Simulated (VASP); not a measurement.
# Be (Im-3m) in VASP: further runs

Be is run at these levels: PBE; tasks: single point.

All numbers are computed with VASP 6.6.1; they aren't measurements. Logs are shortened: lines on timing, memory, paths and dates and some standing lists are left out, and cuts for length are marked.

### 1 The cell of the first run

The structure is cubic, space group Im-3m (No. 229). The conventional cell has a = 1.985 Å, b = 1.985 Å, c = 1.985 Å, α = 90.00°, β = 90.00°, γ = 90.00°. Be (site symmetry m-3m) has 14 Be at 1.72 to 1.98 Å within 2.3 Å.

### 2 Single point, PBE

INCAR

```
SYSTEM = Be
ALGO = Normal
EDIFF = 1E-6
ENCUT = 520
GGA = PE
ISIF = 2
ISMEAR = -1
LASPH = .True.
LCHARG = .False.
LREAL = .False.
LWAVE = .False.
NBANDS = 7
NELM = 100
PREC = Accurate
SIGMA = 0.1
```

KPOINTS

```
k-points
0
Gamma
  27 27 27
  0 0 0
```

POSCAR

```
Be
1.0
   -0.9923167587      0.9923167587      0.9923167587
    0.9923167587     -0.9923167587      0.9923167587
    0.9923167587      0.9923167587     -0.9923167587
Be
1
Direct
    0.0000000000      0.0000000000      0.0000000000
```

Potentials or basis: VASP PAW PBE potentials, release 64 (Be).

Launch:

```console
> cat potpaw_PBE.64/Be/POTCAR > POTCAR
> mpirun -np 1 vasp_std > vasp.out
```

OUTCAR:

```text
SYSTEM = Be
   EDIFF = 1E-6
   ENCUT = 520
   GGA = PE
   ISIF = 2
   ISMEAR = -1
   LASPH = .True.
   LREAL = .False.
   NELM = 100
   PREC = Accurate

 ion  position               nearest neighbor table
   1  0.000  0.000  0.000-

  LATTYP: Found a body centered cubic cell.
 ALAT       =     1.9846335174

  Lattice vectors:

 A1 = (  -0.9923167587,   0.9923167587,   0.9923167587)
 A2 = (   0.9923167587,  -0.9923167587,   0.9923167587)
 A3 = (   0.9923167587,   0.9923167587,  -0.9923167587)

Analysis of symmetry for initial positions (statically):
=====================================================================
 Subroutine PRICEL returns:
 Original cell was already a primitive cell.

 Routine SETGRP: Setting up the symmetry group for a
 body centered cubic supercell.

 Subroutine GETGRP returns: Found 48 space group operations
 (whereof 48 operations were pure point group operations)
 out of a pool of 48 trial point group operations.

The static configuration has the point symmetry O_h .

Analysis of symmetry for dynamics (positions and initial velocities):
=====================================================================
 Subroutine PRICEL returns:
 Original cell was already a primitive cell.

 Routine SETGRP: Setting up the symmetry group for a
 body centered cubic supercell.

 Subroutine GETGRP returns: Found 48 space group operations
 (whereof 48 operations were pure point group operations)
 out of a pool of 48 trial point group operations.

The dynamic configuration has the point symmetry O_h .

 Subroutine INISYM returns: Found 48 space group operations
 (whereof 48 operations are pure point group operations),
 and found     1 'primitive' translations

----------------------------------------------------------------------------------------

                                     Primitive cell

  volume of cell :       3.9085

  direct lattice vectors                    reciprocal lattice vectors
    -0.992316759  0.992316759  0.992316759     0.000000000  0.503871365  0.503871365
     0.992316759 -0.992316759  0.992316759     0.503871365  0.000000000  0.503871365
     0.992316759  0.992316759 -0.992316759     0.503871365  0.503871365  0.000000000

  length of vectors
     1.718743043  1.718743043  1.718743043     0.712581718  0.712581718  0.712581718

  position of ions in fractional coordinates (direct lattice)
     0.000000000  0.000000000  0.000000000

  ion indices of the primitive-cell ions
   primitive index   ion index
                 1           1

----------------------------------------------------------------------------------------

 KPOINTS: k-points

Automatic generation of k-mesh.
 Grid dimensions read from file:
 generate k-points for:   27   27   27

 Generating k-lattice:

  Cartesian coordinates                     Fractional coordinates (reciprocal lattice)
     0.000000000  0.018661902  0.018661902     0.037037037  0.000000000  0.000000000
     0.018661902  0.000000000  0.018661902     0.000000000  0.037037037  0.000000000
     0.018661902  0.018661902  0.000000000     0.000000000  0.000000000  0.037037037

  Length of vectors
     0.026391915  0.026391915  0.026391915

  Shift w.r.t. Gamma in fractional coordinates (k-lattice)
     0.000000000  0.000000000  0.000000000

 Subroutine IBZKPT returns following result:
 ===========================================

 Found    560 irreducible k-points:

 Following reciprocal coordinates:
            Coordinates               Weight
  0.000000  0.000000  0.000000      1.000000
  0.037037  0.000000  0.000000     12.000000
  0.074074  0.000000  0.000000     12.000000
  0.111111  0.000000  0.000000     12.000000
  0.148148  0.000000  0.000000     12.000000
  0.185185  0.000000  0.000000     12.000000
[... 16 lines left out ...]
  0.333333  0.037037  0.000000     48.000000
  0.370370  0.037037 -0.000000     48.000000
 [... further k-points ...]
   k-points           NKPTS =    560   k-points in BZ     NKDIM =    560   number of bands    NBANDS=      7
   number of dos      NEDOS =    301   number of ions     NIONS =      1
   total plane-waves  NPLWV =   2744
   dimension x,y,z NGX =    14 NGY =   14 NGZ =   14
   dimension x,y,z NGXF=    28 NGYF=   28 NGZF=   28
   ions per type =               1
   NGX,Y,Z   is equivalent  to a cutoff of  13.54, 13.54, 13.54 a.u.
   NGXF,Y,Z  is equivalent  to a cutoff of  27.08, 27.08, 27.08 a.u.
 SYSTEM =  Be
   PREC   = accura    normal or accurate (medium, high low for compatibility)
   ISTART =      0    job   : 0-new  1-cont  2-samecut
   ICHARG =      2    charge: 1-file 2-atom 10-const
   ISPIN  =      1    spin polarized calculation?
   LNONCOLLINEAR =      F non collinear calculations
   LSORBIT =      F    spin-orbit coupling
   LASPH  =      T    aspherical Exc in radial PAW
   ENCUT  =  520.0 eV  38.22 Ry    6.18 a.u.   3.20  3.20  3.20*2*pi/ulx,y,z
   NELM   =    100;   NELMIN=  2; NELMDL= -5     # of ELM steps
   EDIFF  = 0.1E-05   stopping-criterion for ELM
   LREAL  =      F    real-space projection
   EDIFFG = 0.1E-04   stopping-criterion for IOM
   NSW    =      0    number of steps for IOM
   IBRION =     -1    ionic relax: 0-MD 1-quasi-New 2-CG
   NFREE  =      0    steps in history (QN), initial steepest desc. (CG)
   ISIF   =      2    stress and relaxation
   ISYM   =      2    0-nonsym 1-usesym 2-fastsym
   POTIM  = 0.5000    time-step for ionic-motion
   TEBEG  =    0.0;   TEEND  =   0.0 temperature during run
   PSTRESS=    0.0 pullay stress
   NELECT =       2.0000    total number of electrons
   NUPDOWN=      -1.0000    fix difference up-down
   EMIN   =  10.00;   EMAX   =-10.00  energy-range for DOS
   EFERMI =   0.00;   METHOD = LEGACY
   ISMEAR =    -1;   SIGMA  =   0.10  broadening in eV -4-tet -1-fermi 0-gaus
   EFERMI_NEDOS =   21; number of points for ismear=-14 and -15
   IALGO  =     38    algorithm
   IMIX   =      4    mixing-type and parameters
     AMIX     =   0.40;   BMIX     =  1.00
     AMIX_MAG =   1.60;   BMIX_MAG =  1.00
  volume/ion in A,a.u.               =       3.91        26.38
  Fermi-wavevector in a.u.,A,eV,Ry     =   1.309427  2.474458 23.328524  1.714598
  Thomas-Fermi vector in A             =   2.440026
   LORBIT       =      0    0 simple, 1 ext, 2 COOP (PROOUT), +10 PAW based schemes
   GGA     = PE    functional components
[... 5 lines left out ...]
 non-spin polarized calculation
  energy-cutoff  :      520.00
  volume of cell :        3.91
 maximum number of plane-waves:       116
 NGX is ok and might be reduce to    14
   NGX =  7   NGY =  7   NGZ =  7

 number of electron       2.0000000 magnetization

 Free energy of the ion-electron system (eV)
  ---------------------------------------------------
  ext. energy  EPLUGINS =         0.00000000
  ---------------------------------------------------
  free energy    TOTEN  =        -1.67815240 eV

  energy without entropy =       -1.67549186  energy(sigma->0) =       -1.67682213

 E-fermi :  15.5122     XC(G=0): -13.1837

 val. band max:       15.4941545831   @ k =  -0.4074  -0.4074   0.2222
 cond. band min:      15.6067942447   @ k =   0.3333   0.2593   0.0370
 fundamental gap:      0.1126396617
 Fermi energy:        15.5122192162

 k-point     1 :       0.0000    0.0000    0.0000
  band No.  band energies     occupation
      1      -0.6550      2.00000
      2      49.4829      0.00000
      3      49.4829      0.00000
      4      49.4829      0.00000
      5      64.0545      0.00000
      6      64.0545      0.00000
      7      64.0545      0.00000

 k-point     2 :       0.0370    0.0000    0.0000
  band No.  band energies     occupation
      1      -0.6029      2.00000
      2      49.0346      0.00000
      3      49.0615      0.00000
      4      49.3525      0.00000
      5      62.7079      0.00000
      6      62.7841      0.00000
      7      64.6818      0.00000

 k-point     3 :       0.0741    0.0000    0.0000
  band No.  band energies     occupation
      1      -0.4460      2.00000
      2      47.6301      0.00000
      3      47.9748      0.00000
      4      48.9667      0.00000
      5      60.1798      0.00000
      6      60.6162      0.00000
      7      64.9020      0.00000

 k-point     4 :       0.1111    0.0000    0.0000
  band No.  band energies     occupation
      1      -0.1828      2.00000
      2      45.2776      0.00000
      3      46.5453      0.00000
      4      48.3484      0.00000
      5      58.4343      0.00000
      6      58.4449      0.00000
      7      64.1657      0.00000

 k-point     5 :       0.1481    0.0000    0.0000
  band No.  band energies     occupation
      1       0.1892      2.00000
      2      42.2639      0.00000
      3      45.0098      0.00000
      4      47.5462      0.00000
      5      56.4186      0.00000
      6      57.5368      0.00000
      7      63.9120      0.00000

 k-point     6 :       0.1852    0.0000    0.0000
  band No.  band energies     occupation
      1       0.6720      2.00000
      2      38.9584      0.00000
      3      43.5009      0.00000
      4      46.6292      0.00000
      5      54.5743      0.00000
      6      57.2231      0.00000
      7      64.0985      0.00000

 k-point     7 :       0.2222    0.0000    0.0000
  band No.  band energies     occupation
      1       1.2669      2.00000
      2      35.6120      0.00000
      3      42.0896      0.00000
      4      45.6705      0.00000
      5      52.9253      0.00000
      6      57.2927      0.00000
      7      64.6678      0.00000
[... 121 lines left out ...]
 k-point    20 :       0.2222    0.0370    0.0000
  band No.  band energies     occupation
      1       1.6498      2.00000
      2      33.9416      0.00000
      3      41.1873      0.00000
      4      44.4940      0.00000
      5      53.1203      0.00000
      6      57.2707      0.00000
      7      65.2678      0.00000

 k-point    21 :       0.2593    0.0370   -0.0000
  band No.  band energies     occupation
      1       2.4112      2.00000
      2      30.7776      0.00000
      3      40.0128      0.00000
      4      43.5187      0.00000
      5      51.8878      0.00000
      6      57.7156      0.00000
      7      66.3228      0.00000

 k-point    22 :       0.2963    0.0370    0.0000
  band No.  band energies     occupation
      1       3.2710      2.00000
      2      27.8260      0.00000
      3      39.0003      0.00000
      4      42.6472      0.00000
      5      50.8293      0.00000
      6      58.3310      0.00000
      7      67.6168      0.00000

 k-point    23 :       0.3333    0.0370    0.0000
  band No.  band energies     occupation
      1       4.2054      2.00000
      2      25.1456      0.00000
      3      38.1611      0.00000
      4      41.9073      0.00000
      5      49.9541      0.00000
      6      59.0522      0.00000
      7      69.1016      0.00000

 k-point    24 :       0.3704    0.0370   -0.0000
  band No.  band energies     occupation
      1       5.1661      2.00000
      2      22.8076      0.00000
      3      37.5026      0.00000
      4      41.3171      0.00000
      5      49.2686      0.00000
      6      59.8002      0.00000
      7      70.7133      0.00000

 [... further k-points ...]
[... 5 lines left out ...]
  --------------------------------------------------------------------------------------
  -------------------------------------------------------------------------------------
  Total        6.6271780      6.6271780      6.6271780      0.0000000     -0.0000000     -0.0000000
  in kB     2716.6159653   2716.6159653   2716.6159653      0.0000000     -0.0000000     -0.0000000
  external PRESSURE =    2716.6159653 kB  Pullay stress =       0.0000000 kB

 VOLUME and BASIS-vectors are now :
 -----------------------------------------------------------------------------
  energy-cutoff  :      520.00
  volume of cell :        3.91
      direct lattice vectors                 reciprocal lattice vectors
    -0.992316759  0.992316759  0.992316759     0.000000000  0.503871365  0.503871365
     0.992316759 -0.992316759  0.992316759     0.503871365  0.000000000  0.503871365
     0.992316759  0.992316759 -0.992316759     0.503871365  0.503871365  0.000000000

 POSITION                                       TOTAL-FORCE (eV/Angst)
 -----------------------------------------------------------------------------------
      0.00000      0.00000      0.00000        -0.000000      0.000000      0.000000
 -----------------------------------------------------------------------------------
    total drift:                               -0.000000      0.000000      0.000000

  FREE ENERGIE OF THE ION-ELECTRON SYSTEM (eV)
  ---------------------------------------------------
  free  energy   TOTEN  =        -1.6781524043 eV

  energy  without entropy=       -1.6754918590  energy(sigma->0) =       -1.67682213
```

Run time: 3.6 s. Hardware: 1 thread of Intel Xeon 6975P-C (Granite Rapids), shared host; peak memory 0.12 GiB.

What came out:

```yaml
Free_energy: -1.6782 eV
Pressure: 271.7 GPa
Band_gap_on_the_k_mesh: zero (band 1 reaches 21.88 eV, above the bottom of band 2 at 13.15 eV)
```

[end of part 1 of 2]
